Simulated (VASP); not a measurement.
# Al (P6_3/mmc) in VASP: a series of runs

Al is run at these levels: PBEsol+D3(BJ); tasks: single point.

All numbers are computed with VASP 6.6.1; they aren't measurements. Logs are shortened: lines on timing, memory, paths and dates and some standing lists are left out, and cuts for length are marked.

## (1) The cell of the first run

Symmetry: P6_3/mmc, No. 194, hexagonal system. Conventional cell: a = 2.763 Å, b = 2.763 Å, c = 9.253 Å, α = 90.00°, β = 90.00°, γ = 120.00°. Al (site symmetry -3m) has 12 Al at 2.76 to 2.81 Å within 3.6 Å. Al (site symmetry -6m2) has 12 Al at 2.76 to 2.81 Å within 3.6 Å.

This isn't the form of Al at room conditions, which is fcc.

## (2) Single point, PBEsol+D3(BJ) (15.30 Å³/atom)

The input, INCAR:

```
  PREC = Accurate
  ENCUT = 520
  EDIFF = 1E-6
  ISMEAR = 0
  SIGMA = 0.15
  LREAL = False
  LASPH = True
  NELM = 80
  ALGO = Fast
  ISIF = 2
  LWAVE = False
  LCHARG = False
  GGA = PS
  IVDW = 12
  NBANDS = 14
```

The input, KPOINTS:

```
Automatic mesh
0
Gamma
  18 18 6
```

The input, POSCAR:

```
Al
1.0
    2.7634505038      0.0000000000      0.0000000000
   -1.3817252519      2.3932183384      0.0000000000
    0.0000000000      0.0000000000      9.2531376670
Al
4
Direct
    0.0000000000      0.0000000000      0.0000000000
    0.3333333333      0.6666666667      0.2500000000
    0.0000000000      0.0000000000      0.5000000000
    0.6666666667      0.3333333333      0.7500000000
```

Potentials or basis: VASP PAW PBE potentials, release 64 (Al).

On the command line:

```bash
> cat potpaw_PBE.64/Al/POTCAR > POTCAR
> mpirun -np 1 vasp_std > vasp.out
```

OUTCAR:

```text
PREC = Accurate
   ENCUT = 520
   EDIFF = 1E-6
   ISMEAR = 0
   LREAL = False
   LASPH = True
   NELM = 80
   ISIF = 2
   GGA = PS
   IVDW = 12
 IVDW          = 12

 ion  position               nearest neighbor table
   1  0.000  0.000  0.000-   2 2.81   4 2.81   4 2.81   2 2.81   4 2.81   2 2.81
   2  0.333  0.667  0.250-   1 2.81   3 2.81   1 2.81   3 2.81   1 2.81   3 2.81
   3  0.000  0.000  0.500-   2 2.81   4 2.81   4 2.81   2 2.81   4 2.81   2 2.81
   4  0.667  0.333  0.750-   1 2.81   3 2.81   1 2.81   3 2.81   1 2.81   3 2.81

  LATTYP: Found a hexagonal cell.
 ALAT       =     2.7634505038
 C/A-ratio  =     3.3484000000

  Lattice vectors:

 A1 = (   2.7634505038,   0.0000000000,   0.0000000000)
 A2 = (  -1.3817252519,   2.3932183384,   0.0000000000)
 A3 = (   0.0000000000,   0.0000000000,   9.2531376670)

Analysis of symmetry for initial positions (statically):
=====================================================================
 Subroutine PRICEL returns:
 Original cell was already a primitive cell.

 Routine SETGRP: Setting up the symmetry group for a
 hexagonal supercell.

 Subroutine GETGRP returns: Found 24 space group operations
 (whereof 12 operations were pure point group operations)
 out of a pool of 24 trial point group operations.

The static configuration has the point symmetry D_3d.
 The point group associated with its full space group is D_6h.

Analysis of symmetry for dynamics (positions and initial velocities):
=====================================================================
 Subroutine PRICEL returns:
 Original cell was already a primitive cell.

 Routine SETGRP: Setting up the symmetry group for a
 hexagonal supercell.

 Subroutine GETGRP returns: Found 24 space group operations
 (whereof 12 operations were pure point group operations)
 out of a pool of 24 trial point group operations.

The dynamic configuration has the point symmetry D_3d.
 The point group associated with its full space group is D_6h.

 Subroutine INISYM returns: Found 24 space group operations
 (whereof 12 operations are pure point group operations),
 and found     1 'primitive' translations

----------------------------------------------------------------------------------------

                                     Primitive cell

  volume of cell :      61.1960

  direct lattice vectors                    reciprocal lattice vectors
     2.763450504  0.000000000  0.000000000     0.361866441  0.208923687  0.000000000
    -1.381725252  2.393218338  0.000000000     0.000000000  0.417847375  0.000000000
     0.000000000  0.000000000  9.253137667     0.000000000  0.000000000  0.108071449

  length of vectors
     2.763450504  2.763450504  9.253137667     0.417847375  0.417847375  0.108071449

  position of ions in fractional coordinates (direct lattice)
     0.000000000  0.000000000  0.000000000
     0.333333333  0.666666667  0.250000000
     0.000000000  0.000000000  0.500000000
     0.666666667  0.333333333  0.750000000

  ion indices of the primitive-cell ions
   primitive index   ion index
                 1           1
                 2           2
                 3           3
                 4           4

----------------------------------------------------------------------------------------

 KPOINTS: Automatic mesh

Automatic generation of k-mesh.
 Grid dimensions read from file:
 generate k-points for:   18   18    6

 Generating k-lattice:

  Cartesian coordinates                     Fractional coordinates (reciprocal lattice)
     0.020103691  0.011606872  0.000000000     0.055555556  0.000000000  0.000000000
     0.000000000  0.023213743  0.000000000     0.000000000  0.055555556  0.000000000
     0.000000000  0.000000000  0.018011908     0.000000000  0.000000000  0.166666667

  Length of vectors
     0.023213743  0.023213743  0.018011908

  Shift w.r.t. Gamma in fractional coordinates (k-lattice)
     0.000000000  0.000000000  0.000000000

 Subroutine IBZKPT returns following result:
 ===========================================

 Found    148 irreducible k-points:

 Following reciprocal coordinates:
            Coordinates               Weight
  0.000000  0.000000  0.000000      1.000000
  0.055556  0.000000  0.000000      6.000000
  0.111111  0.000000  0.000000      6.000000
  0.166667 -0.000000  0.000000      6.000000
  0.222222  0.000000  0.000000      6.000000
  0.277778  0.000000  0.000000      6.000000
[... 16 lines left out ...]
  0.333333  0.111111  0.000000     12.000000
  0.388889  0.111111  0.000000     12.000000
 [... further k-points ...]
   k-points           NKPTS =    148   k-points in BZ     NKDIM =    148   number of bands    NBANDS=     14
   number of dos      NEDOS =    301   number of ions     NIONS =      4
   total plane-waves  NPLWV =  40320
   dimension x,y,z NGX =    24 NGY =   24 NGZ =   70
   dimension x,y,z NGXF=    48 NGYF=   48 NGZF=  140
   ions per type =               4
   NGX,Y,Z   is equivalent  to a cutoff of  14.44, 14.44, 12.58 a.u.
   NGXF,Y,Z  is equivalent  to a cutoff of  28.88, 28.88, 25.15 a.u.
 SYSTEM =  unknown system
   PREC   = accura    normal or accurate (medium, high low for compatibility)
   ISTART =      0    job   : 0-new  1-cont  2-samecut
   ICHARG =      2    charge: 1-file 2-atom 10-const
   ISPIN  =      1    spin polarized calculation?
   LNONCOLLINEAR =      F non collinear calculations
   LSORBIT =      F    spin-orbit coupling
   LASPH  =      T    aspherical Exc in radial PAW
   ENCUT  =  520.0 eV  38.22 Ry    6.18 a.u.   5.14  5.14 17.20*2*pi/ulx,y,z
   NELM   =     80;   NELMIN=  2; NELMDL= -5     # of ELM steps
   EDIFF  = 0.1E-05   stopping-criterion for ELM
   LREAL  =      F    real-space projection
   EDIFFG = 0.1E-04   stopping-criterion for IOM
   NSW    =      0    number of steps for IOM
   IBRION =     -1    ionic relax: 0-MD 1-quasi-New 2-CG
   NFREE  =      0    steps in history (QN), initial steepest desc. (CG)
   ISIF   =      2    stress and relaxation
   ISYM   =      2    0-nonsym 1-usesym 2-fastsym
   POTIM  = 0.5000    time-step for ionic-motion
   TEBEG  =    0.0;   TEEND  =   0.0 temperature during run
   PSTRESS=    0.0 pullay stress
   NELECT =      12.0000    total number of electrons
   NUPDOWN=      -1.0000    fix difference up-down
   EMIN   =  10.00;   EMAX   =-10.00  energy-range for DOS
   EFERMI =   0.00;   METHOD = LEGACY
   ISMEAR =     0;   SIGMA  =   0.15  broadening in eV -4-tet -1-fermi 0-gaus
   EFERMI_NEDOS =   21; number of points for ismear=-14 and -15
   IALGO  =     68    algorithm
   IMIX   =      4    mixing-type and parameters
     AMIX     =   0.40;   BMIX     =  1.00
     AMIX_MAG =   1.60;   BMIX_MAG =  1.00
  volume/ion in A,a.u.               =      15.30       103.24
  Fermi-wavevector in a.u.,A,eV,Ry     =   0.951103  1.797324 12.307789  0.904597
  Thomas-Fermi vector in A             =   2.079542
   LORBIT       =      0    0 simple, 1 ext, 2 COOP (PROOUT), +10 PAW based schemes
   GGA     = PS    functional components
   LHFCALC =     F    Hartree Fock is set to
   AEXX    =    0.0000 exact exchange contribution
   IVDW    =    12    specifies the selected vdW correction
   LEPSILON=     F    determine dielectric tensor
   LRPA    =     F    only Hartree local field effects (RPA)
 non-spin polarized calculation
 RMM-DIIS sequential band-by-band and
 Gauss-broadening in eV      SIGMA  =   0.15
  energy-cutoff  :      520.00
  volume of cell :       61.20
 maximum number of plane-waves:      1671
 NGX is ok and might be reduce to    24
   NGX = 11   NGY = 11   NGZ = 35

 number of electron      12.0000000 magnetization

 Free energy of the ion-electron system (eV)
  ---------------------------------------------------
  ext. energy  EPLUGINS =         0.00000000
  ---------------------------------------------------
  free energy    TOTEN  =       -16.25597314 eV

  energy without entropy =      -16.23745636  energy(sigma->0) =      -16.24671475

 E-fermi :   8.7449     XC(G=0): -10.5358

 val. band max:        8.7414493067   @ k =   0.3889   0.2222   0.3333
 cond. band min:       8.7522019711   @ k =   0.4444   0.0556   0.3333
 fundamental gap:      0.0107526644
 Fermi energy:         8.7448771499

 k-point     1 :       0.0000    0.0000    0.0000
  band No.  band energies     occupation
      1      -2.9042      2.00000
      2      -1.1909      2.00000
      3      -1.1841      2.00000
      4       3.7219      2.00000
      5       3.9632      2.00000
      6      11.8674      0.00000
      7      11.8769      0.00000
      8      20.4040      0.00000
      9      20.4040      0.00000
     10      20.4549      0.00000
     11      20.4549      0.00000
     12      21.0477      0.00000
     13      21.3578      0.00000
     14      21.4262      0.00000

 k-point     2 :       0.0556    0.0000    0.0000
  band No.  band energies     occupation
      1      -2.8245      2.00000
      2      -1.1122      2.00000
      3      -1.1055      2.00000
      4       3.7955      2.00000
      5       4.0407      2.00000
      6      11.9318      0.00000
      7      11.9433      0.00000
      8      18.6211      0.00000
      9      19.2945      0.00000
     10      19.8927      0.00000
     11      20.0059      0.00000
     12      20.5398      0.00000
     13      20.6600      0.00000
     14      20.6753      0.00000

 k-point     3 :       0.1111    0.0000    0.0000
  band No.  band energies     occupation
      1      -2.5857      2.00000
      2      -0.8765      2.00000
      3      -0.8698      2.00000
      4       4.0162      2.00000
      5       4.2720      2.00000
      6      12.1170      0.00000
      7      12.1379      0.00000
      8      16.4623      0.00000
      9      17.8010      0.00000
     10      17.9032      0.00000
     11      18.2917      0.00000
     12      19.6884      0.00000
     13      19.7165      0.00000
     14      19.7189      0.00000

 k-point     4 :       0.1667   -0.0000    0.0000
  band No.  band energies     occupation
      1      -2.1888      2.00000
      2      -0.4846      2.00000
      3      -0.4781      2.00000
      4       4.3841      2.00000
      5       4.6538      2.00000
      6      12.3612      0.00000
      7      12.4364      0.00000
      8      14.3900      0.00000
      9      15.6802      0.00000
     10      15.8182      0.00000
     11      17.4234      0.00000
     12      18.6021      0.00000
     13      18.8629      0.00000
     14      18.8701      0.00000

 k-point     5 :       0.2222    0.0000    0.0000
  band No.  band energies     occupation
      1      -1.6351      2.00000
      2       0.0619      2.00000
      3       0.0681      2.00000
      4       4.8989      2.00000
      5       5.1788      2.00000
      6      11.8422      0.00000
      7      12.6326      0.00000
      8      13.2656      0.00000
      9      13.6764      0.00000
     10      14.0490      0.00000
     11      16.6900      0.00000
[... 276 lines left out ...]
 k-point    22 :       0.2778    0.1111    0.0000
  band No.  band energies     occupation
      1       0.1672      2.00000
      2       1.8392      2.00000
      3       1.8437      2.00000
      4       6.5826      2.00000
      5       6.7138      2.00000
      6       8.6009      1.82521
      7       9.9747      0.00000
      8      10.0775      0.00000
      9      12.2855      0.00000
     10      13.5948      0.00000
     11      14.0320      0.00000
     12      14.5490      0.00000
     13      14.5572      0.00000
     14      15.5741      0.00000

 k-point    23 :       0.3333    0.1111    0.0000
  band No.  band energies     occupation
      1       1.1741      2.00000
      2       2.8290      2.00000
      3       2.8314      2.00000
      4       6.4353      2.00000
      5       7.4703      2.00000
      6       7.8468      2.00000
      7       8.3877      1.99924
      8       8.6795      1.46219
      9      11.8105      0.00000
     10      12.8362      0.00000
     11      13.3687      0.00000
     12      13.5691      0.00000
     13      14.1130      0.00000
     14      15.9982      0.00000

 k-point    24 :       0.3889    0.1111    0.0000
  band No.  band energies     occupation
      1       2.3246      2.00000
      2       3.9408      2.00000
      3       3.9463      2.00000
      4       5.0253      2.00000
      5       6.7239      2.00000
      6       6.7261      2.00000
      7       8.7067      1.28104
      8       9.1588      0.00010
      9      11.1616      0.00000
     10      11.3545      0.00000
     11      12.6472      0.00000
     12      13.3809      0.00000
     13      13.7451      0.00000
     14      16.8355      0.00000

 [... further k-points ...]

------------------------ aborting loop because EDIFF is reached ----------------------------------------

 Edisp (eV)   -1.37124

 E8    (eV) :    -0.9235

  FORCE on cell =-STRESS in cart. coord.  units (eV):
  Direction    XX          YY          ZZ          XY          YZ          ZX
  --------------------------------------------------------------------------------------
  -------------------------------------------------------------------------------------
  Total       1.14458     1.14458     0.07800     0.00000     0.00000     0.00000
  in kB      29.96622    29.96622     2.04225     0.00000     0.00000     0.00000
  external pressure =       20.66 kB  Pullay stress =        0.00 kB

 VOLUME and BASIS-vectors are now :
 -----------------------------------------------------------------------------
  energy-cutoff  :      520.00
  volume of cell :       61.20
      direct lattice vectors                 reciprocal lattice vectors
     2.763450504  0.000000000  0.000000000     0.361866441  0.208923687  0.000000000
    -1.381725252  2.393218338  0.000000000     0.000000000  0.417847375  0.000000000
     0.000000000  0.000000000  9.253137667     0.000000000  0.000000000  0.108071449

 POSITION                                       TOTAL-FORCE (eV/Angst)
 -----------------------------------------------------------------------------------
      0.00000      0.00000      0.00000        -0.000000      0.000000     -0.000000
     -0.00000      1.59548      2.31328         0.000000      0.000000      0.000000
      0.00000      0.00000      4.62657        -0.000000      0.000000     -0.000000
      1.38173      0.79774      6.93985        -0.000000      0.000000     -0.000000
 -----------------------------------------------------------------------------------
    total drift:                               -0.000000     -0.000000      0.000000

  FREE ENERGIE OF THE ION-ELECTRON SYSTEM (eV)
  ---------------------------------------------------
  free  energy   TOTEN  =       -17.6272119380 eV

  energy  without entropy=      -17.6086951582  energy(sigma->0) =      -17.61795355
```

Run time: 2.9 min. Hardware: 1 thread of Intel Xeon 8259CL, shared host; peak memory 0.26 GiB.

Results:

```yaml
Free_energy: -17.6272 eV
Pressure: 2.1 GPa
Band_gap_on_the_k_mesh: zero (bands 6 and 7 overlap by 5.27 eV)
Dispersion_energy_per_atom: -0.343 eV
```

Caveat: the PAW data sets were made with another functional, which shifts forces and pressure a little.

## (3) Single point, PBEsol+D3(BJ) (15.30 Å³/atom)

The input, INCAR:

```
SYSTEM = Al
PREC = Accurate ; ENCUT = 520
EDIFF = 1E-6 ; ISMEAR = 0
SIGMA = 0.15 ; LREAL = .False.
LASPH = .True. ; NELM = 80
ALGO = Fast ; ISIF = 2
LWAVE = .False. ; LCHARG = .False.
GGA = PS ; IVDW = 12
NBANDS = 14
```

The input, KPOINTS:

```
Automatic mesh
0
Gamma
  18 18 6
  0 0 0
```

The input, POSCAR:

```
Al
1.0
    2.8383061379      0.0000000000      0.0000000000
   -1.4191530689      2.4580452192      0.0000000000
    0.0000000000      0.0000000000      8.7715012886
Al
4
Direct
    0.0000000000      0.0000000000      0.0000000000
    0.3333333333      0.6666666667      0.2500000000
    0.0000000000      0.0000000000      0.5000000000
    0.6666666667      0.3333333333      0.7500000000
```

Potentials or basis: VASP PAW PBE potentials, release 64 (Al).

On the command line:

```bash
> cat potpaw_PBE.64/Al/POTCAR > POTCAR
> mpirun -np 1 vasp_std > vasp.out
```

It took 3 min on 1 thread of Intel Xeon 8259CL, shared host; peak memory 0.26 GiB.

The run converged. Its results:

* Free energy: -17.5856 eV
* Pressure: 2.4 GPa
* Band gap on the k mesh: zero (bands 6 and 7 overlap by 6.60 eV)
* Dispersion energy per atom: -0.343 eV

Stress tensor (GPa, compression positive):
```
0.46 0.00 0.00
0.00 0.46 0.00
0.00 0.00 6.18
```

Levels at points of the mesh, in eV from the Fermi level:
| k point | band 4 | band 5 | band 6 | band 7 | band 8 | band 9 |
| --- | --- | --- | --- | --- | --- | --- |
| (0.00, 0.00, 0.00) | -4.56 | -3.78 | 4.68 | 4.70 | 10.34 | 10.34 |
| (0.50, 0.00, 0.00) | -4.15 | -3.55 | -3.45 | 0.88 | 1.32 | 1.97 |
| (0.00, 0.00, 0.50) | -7.42 | -0.10 | -0.10 | 9.98 | 9.98 | 10.70 |
| (0.50, 0.00, 0.50) | -5.19 | -1.90 | -1.90 | -1.19 | -1.19 | 5.08 |

Caveat: the PAW data sets were made with another functional, which shifts forces and pressure a little.

## (4) Single point, PBEsol+D3(BJ) (15.61 Å³/atom)

This run uses another cell than the first one, of 15.61 Å³/atom.

The input, INCAR:

```
PREC     = Accurate       # precision mode
ENCUT    = 520            # plane-wave cutoff, eV
EDIFF    = 1E-6           # SCF threshold, eV
ISMEAR   = 0              # smearing method
SIGMA    = 0.15           # smearing width, eV
LREAL    = F              # projectors in reciprocal space
LASPH    = T              # aspherical terms in the spheres
NELM     = 80             # most SCF steps
ALGO     = Fast           # electronic algorithm
ISIF     = 2              # what is computed and relaxed
LWAVE    = F              # write WAVECAR
LCHARG   = F              # write CHGCAR
GGA      = PS             # functional
IVDW     = 12             # dispersion correction
NBANDS   = 14             # bands
```

The input, KPOINTS:

```
regular mesh
0
Gamma
  18 18 6
```

The input, POSCAR:

```
Al
1.0
    2.7269247692      0.0000000000      0.0000000000
   -1.3634623846      2.3615861243      0.0000000000
    0.0000000000      0.0000000000      9.6966717867
Al
4
Direct
    0.0000000000      0.0000000000      0.0000000000
    0.3333333333      0.6666666667      0.2500000000
    0.0000000000      0.0000000000      0.5000000000
    0.6666666667      0.3333333333      0.7500000000
```

On the command line:

```bash
> cat potpaw_PBE.64/Al/POTCAR > POTCAR
> mpirun -np 1 vasp_std > vasp.out
```

Wall time 2.7 min (1 thread of Intel Xeon 8259CL, shared host); peak memory 0.24 GiB.

It converged, with:

| Item | Value |
| --- | --- |
| Free energy | -17.5604 eV |
| Pressure | 1.0 GPa |
| Band gap on the k mesh | zero (bands 6 and 7 overlap by 4.37 eV) |
| Dispersion energy per atom | -0.336 eV |

Stress tensor (GPa, compression positive):
```
 3.56  0.00  0.00
 0.00  3.56  0.00
 0.00  0.00 -4.04
```

Levels at points of the mesh, in eV from the Fermi level:
| k point | band 2 | band 3 | band 4 | band 5 | band 6 | band 7 | band 8 | band 9 | band 10 | band 11 |
| --- | --- | --- | --- | --- | --- | --- | --- | --- | --- | --- |
| (0.00, 0.00, 0.00) | -9.92 | -9.92 | -5.46 | -5.20 | 2.03 | 2.04 | 10.99 | 12.23 | 12.44 | 12.44 |
| (0.50, 0.00, 0.00) | -5.03 | -3.90 | -3.87 | -3.13 | -3.10 | 0.75 | 0.83 | 1.19 | 1.20 | 6.98 |
| (0.00, 0.00, 0.50) | -11.09 | -7.99 | -7.99 | -1.97 | -1.97 | 6.61 | 6.61 | 12.65 | 12.65 | 12.65 |
| (0.50, 0.00, 0.50) | -4.75 | -4.60 | -4.60 | -1.91 | -1.91 | -1.23 | -1.23 | 4.00 | 4.00 | 4.30 |

Caveat: the PAW data sets were made with another functional, which shifts forces and pressure a little.

(Continued in part 2 of 2.)
